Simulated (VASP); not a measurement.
A run of VASP 6.6.1 is set up as follows.

File INCAR:

```
  ALGO = Normal
  EDIFF = 1E-7
  ENCUT = 520
  GGA = PE
  ISIF = 2
  ISMEAR = 0
  LASPH = T
  LCHARG = F
  LREAL = F
  LWAVE = F
  NBANDS = 15
  NELM = 100
  PREC = Accurate
  SIGMA = 0.15
```

Contents of KPOINTS:

```
k-points
0
Gamma
  18 18 18
```

POSCAR

```
TaN
1.0
    0.0000000000      2.1790000000      2.1245250000
    2.1790000000      0.0000000000      2.1245250000
    2.1790000000      2.1790000000      0.0000000000
Ta N
1 1
Direct
    0.5000000000      0.5000000000      0.5000000000
    0.0000000000      0.0000000000      0.0000000000
```

Potentials or basis: VASP PAW PBE potentials, release 64 (Ta_pv, N).

Launch:

```bash
$ cat potpaw_PBE.64/Ta_pv/POTCAR potpaw_PBE.64/N/POTCAR > POTCAR
$ mpirun -np 1 vasp_std > vasp.out
```

Q: Predict the pressure.

A: 26.8 GPa.

Q: What does it give for the band gap on the k mesh?

A: Zero (bands 8 and 9 overlap by 4.30 eV).

Stress tensor (GPa, compression positive):
```
19.88  0.00  0.00
 0.00 19.88  0.00
 0.00  0.00 40.56
```

Caveat: the cell differs from its parent crystal (strain +0.000 along x and y, -0.025 along z); the cell stands under pressure; spin-orbit coupling is left out, which moves the levels of the heavy elements.
